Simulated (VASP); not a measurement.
Si, 2 atoms in the cell. It takes space group Fd-3m (No. 227, cubic). The conventional cell has a = 5.444 Å, b = 5.444 Å, c = 5.444 Å, α = 90.00°, β = 90.00°, γ = 90.00°. Within 3.1 Å of Si (site symmetry -43m) lie 4 Si at 2.36 Å. 

| Quantity | Value |
| --- | --- |
| Program | VASP 6.6.1 |
| Task | single point |
| Functional | r2SCAN |
| Potentials or basis | VASP PAW PBE potentials, release 64 (Si) |
| Cutoff | 520 eV |
| k mesh | 8 × 8 × 8 |
| Occupations | fermi-dirac, width 0.02 eV |
| Spin | no spin polarisation |
| Dipole correction | no |
| Further INCAR settings | ALGO = Normal; EDIFF = 1e-06; NBANDS = 11 |

Potentials or basis: VASP PAW PBE potentials, release 64 (Si).

The run is started by

```console
$ cat potpaw_PBE.64/Si/POTCAR > POTCAR
$ cp INCAR.step1 INCAR
$ mpirun -np 1 vasp_std > vasp.out
$ cp INCAR.step2 INCAR
$ mpirun -np 1 vasp_std > vasp.out
```

Hardware: 1 thread of Intel(R) Xeon(R) 6975P-C (Granite Rapids), on a shared host.

Task: Estimate the wall time of this run.

Result: It took 24 s on 1 thread of Intel(R) Xeon(R) 6975P-C (Granite Rapids) (shared host), peak memory 0.16 GiB. Counts: k points 29.
